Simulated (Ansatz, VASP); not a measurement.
# One calculation of NaH, two programs

```xyz
2
Lattice="0.0000 2.4400 2.4400 2.4400 0.0000 2.4400 2.4400 2.4400 0.0000" Properties=species:S:1:pos:R:3 pbc="T T T"
Na    0.0000    0.0000    0.0000
H     2.4400    2.4400    2.4400
```

Alike in both runs: task relaxation of cell and atoms; functional r2SCAN; k mesh 8 × 8 × 8; occupations gaussian, width 0.02 eV; no spin polarisation.

```csv
,VASP,Ansatz
version,VASP 6.6.1,Ansatz 0.2.0
potentials or method,"VASP PAW PBE potentials, release 64 (Na_pv, H), cutoff 600 eV","scalar-relativistic, plane waves, PAW"
valence electrons in the cell,8,10
```

|  | VASP | Ansatz | Ansatz less VASP |
| --- | --- | --- | --- |
| gap on the k mesh at the Fermi level, each at its own relaxed structure (eV) | 4.43 | 4.40 | -0.031 |
| relaxed volume (Å³/atom) | 13.62 | 13.77 | +0.154 |
| relaxed cell length with the largest relative difference (Å) | 3.377 | 3.390 | +0.0127 |

VASP's potentials were made for PBE, not for r2SCAN. VASP's potentials hold 8 valence electrons a cell and Ansatz's 10, so a difference there can come from the potentials and not from the codes.
